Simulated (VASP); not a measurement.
A run of VASP 6.6.1 is set up as follows.

File INCAR:

```
PREC = Accurate ; ENCUT = 1330
EDIFF = 1E-6 ; ISMEAR = 0
SIGMA = 0.02 ; LREAL = F
LASPH = T ; NELM = 120
ALGO = Normal ; ISIF = 2
LWAVE = F ; LCHARG = T
GGA = CA ; LELF = T
LVHAR = T ; NBANDS = 16
GGA_COMPAT = F
```

The input KPOINTS:

```
regular mesh
0
Gamma
  12 12 6
```

File POSCAR:

```
BN
1.0
    2.5226742833      0.0000000000      0.0000000000
   -1.2613371416      2.1847000148      0.0000000000
    0.0000000000      0.0000000000      4.1744161463
B N
2 2
Direct
    0.6666666667      0.3333333333      0.9997116891
    0.3333333333      0.6666666667      0.4997116891
    0.6666666667      0.3333333333      0.6252883109
    0.3333333333      0.6666666667      0.1252883109
```

Potentials or basis: VASP PAW LDA potentials, release 64 (B_h, N_h).

Command:

```bash
$ cat potpaw_LDA.64/B_h/POTCAR potpaw_LDA.64/N_h/POTCAR > POTCAR
$ mpirun -np 1 vasp_std > vasp.out
```

Problem. What does it give for the pressure?

Solution. 0.9 GPa.

Problem. Predict the largest force.

Solution. 0.005 eV/Å.

Problem. Predict the band gap on the k mesh.

Solution. 4.91 eV (least direct gap 8.28 eV).

Forces on the atoms (eV/Å):
```
B    0.000  0.000 -0.005
B    0.000  0.000 -0.005
N    0.000  0.000  0.005
N    0.000  0.000  0.005
```

A k mesh can miss the band edges.
